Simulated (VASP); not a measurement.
Here is a VASP 6.6.1 calculation.

POSCAR

```
Al4BiSb3
1.0
   -3.1419890315      3.1419890315      6.2842449713
    3.1419890315     -3.1419890315      6.2842449713
    3.1419890315      3.1419890315     -6.2842449713
Sb Al Bi
3 4 1
Direct
    0.2500000000      0.7500000000      0.5000000000
    0.5000000000      0.5000000000      0.0000000000
    0.7500000000      0.2500000000      0.5000000000
    0.8721411092      0.3811125422      0.0000000000
    0.1278588908      0.1278588908      0.5089714329
    0.3811125422      0.8721411092      0.0000000000
    0.6188874578      0.6188874578      0.4910285671
    0.0000000000      0.0000000000      0.0000000000
```

File INCAR.step1:

```
ALGO     = Normal         # electronic algorithm
EDIFF    = 1E-4           # SCF threshold, eV
ENCUT    = 520            # plane-wave cutoff, eV
GGA      = PE             # functional
ISMEAR   = 0              # smearing method
LASPH    = True           # aspherical terms in the spheres
LCHARG   = False          # write CHGCAR
LREAL    = False          # projectors in reciprocal space
LWAVE    = True           # write WAVECAR
NBANDS   = 31             # bands
NELM     = 60             # most SCF steps
PREC     = Accurate       # precision mode
SIGMA    = 0.01           # smearing width, eV
```

File INCAR.step2:

```
ALGO     = Normal         # electronic algorithm
EDIFF    = 1E-6           # SCF threshold, eV
ENCUT    = 520            # plane-wave cutoff, eV
ISIF     = 2              # what is computed and relaxed
ISMEAR   = 0              # smearing method
ISTART   = 1            
LASPH    = True           # aspherical terms in the spheres
LCHARG   = True           # write CHGCAR
LELF     = True           # ELF
LMIXTAU  = True         
LREAL    = False          # projectors in reciprocal space
LVHAR    = True         
LWAVE    = False          # write WAVECAR
METAGGA  = R2SCAN         # meta-GGA
NBANDS   = 31             # bands
NELM     = 60             # most SCF steps
PREC     = Accurate       # precision mode
SIGMA    = 0.01           # smearing width, eV
```

The input KPOINTS:

```
k-points
0
Gamma
  6 6 6
```

Potentials or basis: VASP PAW PBE potentials, release 64 (Sb, Al, Bi_d).

Launch:

```console
$ cat potpaw_PBE.64/Sb/POTCAR potpaw_PBE.64/Al/POTCAR potpaw_PBE.64/Bi_d/POTCAR > POTCAR
$ cp INCAR.step1 INCAR
$ mpirun -np 1 vasp_std > vasp.out
$ cp INCAR.step2 INCAR
$ mpirun -np 1 vasp_std > vasp.out
```

(1) Estimate the pressure.

(2) Estimate the largest force.

(3) Predict the band gap on the k mesh.

Results:

(1) -1.4 GPa.

(2) 0.021 eV/Å.

(3) 1.24 eV (least direct gap 1.26 eV).

Caveat: the PAW data sets were made with another functional, which shifts forces and pressure a little; spin-orbit coupling is left out, which moves the levels of the heavy elements.
